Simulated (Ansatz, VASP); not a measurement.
CuO: VASP beside Ansatz

The input INCAR:

```
SYSTEM = CuO
PREC = Accurate
ENCUT = 520
EDIFF = 1E-7
ISMEAR = 0
SIGMA = 0.2
LREAL = .False.
LASPH = .True.
NELM = 80
ALGO = Normal
ISIF = 2
LWAVE = .False.
LCHARG = .False.
GGA = PS
NBANDS = 25
```

The input KPOINTS:

```
Automatic mesh
0
Gamma
  7 7 4
  0 0 0
```

POSCAR

```
CuO
1.0
    2.8795009639      0.0000000000      0.0000000000
    0.0390727580      2.8792794796      0.0000000000
    0.0174953863      0.0172449008      5.1763391994
Cu O
2 2
Direct
    0.5000000000      0.0000000000      0.5000000000
    0.0000000000      0.5000000000      0.0000000000
    0.0015760300      0.9983282200      0.2501129000
    0.9984239700      0.0016717800      0.7498871000
```

Input for Ansatz:

```yaml
crystal:
  lattice:
    - [2.8795009639, 0.0, 0.0]
    - [0.039072758, 2.8792794796, 0.0]
    - [0.0174953863, 0.0172449008, 5.1763391994]
  atoms:
    - { symbol: Cu, position: [0.5, 0.0, 0.5] }
    - { symbol: Cu, position: [0.0, 0.5, 0.0] }
    - { symbol: O, position: [0.00157603, 0.99832822, 0.2501129] }
    - { symbol: O, position: [0.99842397, 0.00167178, 0.7498871] }
basis:
  ecutwfc: 420
kpoints:
  mp_grid: { grid: [7, 7, 4] }
hamiltonian:
  xc: pbesol
scf:
  occupations: { method: gaussian, width: 0.2 }
output:
  forces: true
  stress: true
  eigenvalues: true
```

Alike in both runs: task single point; functional PBEsol; k mesh 7 × 7 × 4; occupations gaussian, width 0.2 eV; no spin polarisation.

|  | VASP | Ansatz |
| --- | --- | --- |
| version | VASP 6.6.1 | Ansatz 0.2.0 |
| potentials or method | VASP PAW PBE potentials, release 64 (Cu, O), cutoff 520 eV | scalar-relativistic, plane waves, PAW |
| valence electrons in the cell | 34 | 50 |

|  | VASP | Ansatz | Ansatz less VASP |
| --- | --- | --- | --- |
| gap on the k mesh at the Fermi level (eV) | none | none | - |
| pressure (GPa) | -1.3 | -2.0 | -0.72 |
| traceless stress, the component that is largest in VASP (GPa) | -2.21 | -2.53 | -0.310 |
| rms of the force components (eV/Å) | 0.005 | 0.005 | +0.0001 |

VASP's potentials were made for PBE, not for PBEsol. Atom by atom the forces differ by 0.000 eV/Å (rms over components). A gap of «none» marks a metal or a gap that the smearing closes. VASP's potentials hold 34 valence electrons a cell and Ansatz's 50, so a difference there can come from the potentials and not from the codes.
